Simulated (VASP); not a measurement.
Runs of VASP 6.6.1 on HfC (WC type). The structure is that of space group P-6m2 (No. 187), or close to it. The cells are those of the table. 

```tsv
task	cell	cutoff (eV)	gap on the mesh (eV)	pressure (GPa)
single point	a = 3.133, b = 3.133, c = 2.853 Å, angles 90.0, 90.0, 120.0°, 2 atoms	520	none	19.1
single point	a = 3.133, b = 3.133, c = 2.852 Å, angles 90.0, 90.0, 120.0°, 2 atoms	520	none	(a)
relaxation of cell and atoms	relaxed to 20 GPa from a = 3.021, b = 3.021, c = 2.960 Å, angles 90.0, 90.0, 120.0°, 2 atoms	600	none	20.0
relaxation of cell and atoms	relaxed to 20 GPa from a = 3.133, b = 3.133, c = 2.852 Å, angles 90.0, 90.0, 120.0°, 2 atoms	600	none	20.0
```

Alike in all rows: level PBE; potentials or basis VASP PAW PBE potentials, release 64 (Hf_pv, C); no spin polarisation; k mesh 15 × 15 × 13; smearing fermi-dirac 0.05 eV.

Q: Fill in the values left out.

A: (a) 19.2.

Caveats: spin-orbit coupling is left out, which moves the levels of the heavy elements; the cell is relaxed towards a set pressure, so the enthalpy falls and the energy may rise (some runs).

A k mesh can miss the band edges, and the runs leave out spin-orbit coupling on Hf.

A gap of «none» marks levels without a gap at the run's occupations.
